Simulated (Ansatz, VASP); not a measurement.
# Two plane-wave programs on SrO

File POSCAR:

```
SrO
1.0
    0.0000000000      2.6304912966      2.6304912966
    2.6304912966      0.0000000000      2.6304912966
    2.6304912966      2.6304912966      0.0000000000
Sr O
1 1
Direct
    0.0000000000      0.0000000000      0.0000000000
    0.5000000000      0.5000000000      0.5000000000
```

INCAR.step1

```
  PREC = Accurate
  ENCUT = 520
  ISMEAR = 0
  SIGMA = 0.01
  LREAL = False
  LASPH = True
  NELM = 100
  NBANDS = 15
  GGA = PE
  ALGO = Normal
  EDIFF = 1E-4
  LWAVE = True
  LCHARG = False
```

Contents of INCAR.step2:

```
  PREC = Accurate
  ENCUT = 520
  EDIFF = 1E-6
  ISMEAR = 0
  SIGMA = 0.01
  LREAL = False
  LASPH = True
  NELM = 100
  ALGO = Normal
  ISIF = 2
  LWAVE = False
  LCHARG = False
  METAGGA = R2SCAN
  LMIXTAU = True
  NBANDS = 15
  ISTART = 1
```

Contents of KPOINTS:

```
regular mesh
0
Gamma
  8 8 8
```

Input for Ansatz:

```yaml
crystal:
  lattice:
    - [0.0, 2.6304912966, 2.6304912966]
    - [2.6304912966, 0.0, 2.6304912966]
    - [2.6304912966, 2.6304912966, 0.0]
  atoms:
    - { symbol: Sr, position: [0.0, 0.0, 0.0] }
    - { symbol: O, position: [0.5, 0.5, 0.5] }
kpoints:
  mp_grid: { grid: [8, 8, 8] }
hamiltonian:
  xc: r2scan
scf:
  occupations: { method: fixed }
  n_extra_bands: 4
output:
  forces: true
  stress: true
  eigenvalues: true
```

Alike in both runs: task single point; functional r2SCAN; k mesh 8 × 8 × 8; no spin polarisation.

```csv
,VASP,Ansatz
version,VASP 6.6.1,Ansatz 0.2.0
potentials or method,"VASP PAW PBE potentials, release 64 (Sr_sv, O)","plane waves, PAW"
plane-wave cutoff (eV),520,500
occupations,"gaussian, width 0.01 eV",fixed
valence electrons in the cell,16,16
```

Ansatz gave:

| Quantity | Value |
| --- | --- |
| gap on the k mesh at the Fermi level (eV) | 3.81 |
| pressure (GPa) | -4.8 |

**Question.** Which values does VASP return?

**Answer.** gap on the k mesh at the Fermi level (eV): 3.77; pressure (GPa): -4.4.

VASP's potentials were made for PBE, not for r2SCAN.
